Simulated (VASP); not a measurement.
Input of a VASP 6.6.1 run:

Contents of POSCAR:

```
BaO
1.0
    0.0000000000      2.7719426831      2.7719426831
    2.7719426831      0.0000000000      2.7719426831
    2.7719426831      2.7719426831      0.0000000000
Ba O
1 1
Direct
    0.0000000000      0.0000000000      0.0000000000
    0.5000000000      0.5000000000      0.5000000000
```

INCAR.step1

```
SYSTEM = BaO
ALGO = Normal ; EDIFF = 1E-8
ENCUT = 500 ; GGA = PE
ISMEAR = 0 ; LASPH = .TRUE.
LCHARG = .FALSE. ; LREAL = .FALSE.
LWAVE = .TRUE. ; NELM = 100
PREC = Accurate ; SIGMA = 0.01
```

File INCAR.step2:

```
SYSTEM = BaO
ALGO = Exact ; EDIFF = 1E-8
ENCUT = 500 ; GGA = PE
ISMEAR = 0 ; ISTART = 1
LASPH = .TRUE. ; LCHARG = .FALSE.
LOPTICS = .TRUE. ; LREAL = .FALSE.
LWAVE = .TRUE. ; NBANDS = 68
NELM = 1 ; PREC = Accurate
SIGMA = 0.01
```

INCAR.step3

```
SYSTEM = BaO
ALGO = EVGW0 ; EDIFF = 1E-8
ENCUT = 500 ; ENCUTGW = 80.0
GGA = PE ; ISMEAR = 0
ISTART = 1 ; LASPH = .TRUE.
LCHARG = .FALSE. ; LREAL = .FALSE.
LWAVE = .FALSE. ; NBANDS = 68
NBANDSGW = 16 ; NELMGW = 1
NOMEGA = 48 ; PREC = Accurate
PRECFOCK = Fast ; SIGMA = 0.01
```

The input KPOINTS:

```
k-points
0
G
  4 4 4
  0 0 0
```

Potentials or basis: VASP PAW PBE potentials, release 64 (Ba_sv_GW, O_GW).

Launch:

```sh
$ cat potpaw_PBE.64/Ba_sv_GW/POTCAR potpaw_PBE.64/O_GW/POTCAR > POTCAR
$ cp INCAR.step1 INCAR
$ mpirun -np 1 vasp_std > vasp.out
$ cp INCAR.step2 INCAR
$ mpirun -np 1 vasp_std > vasp.out
$ cp INCAR.step3 INCAR
$ mpirun -np 1 vasp_std > vasp.out
```

Estimate the quasiparticle gap.

3.03 eV.

Predict the least direct quasiparticle gap.

3.03 eV.

Estimate the band gap on the k mesh, mean-field level.

2.05 eV, direct.

Caveat: the k points lie up to 0.49 Å⁻¹ apart; bands, screening cutoff and mesh are small and nothing is extrapolated, so the quasiparticle values aren't converged; spin-orbit coupling is left out, which moves the levels of the heavy elements. A k mesh can miss the band edges.
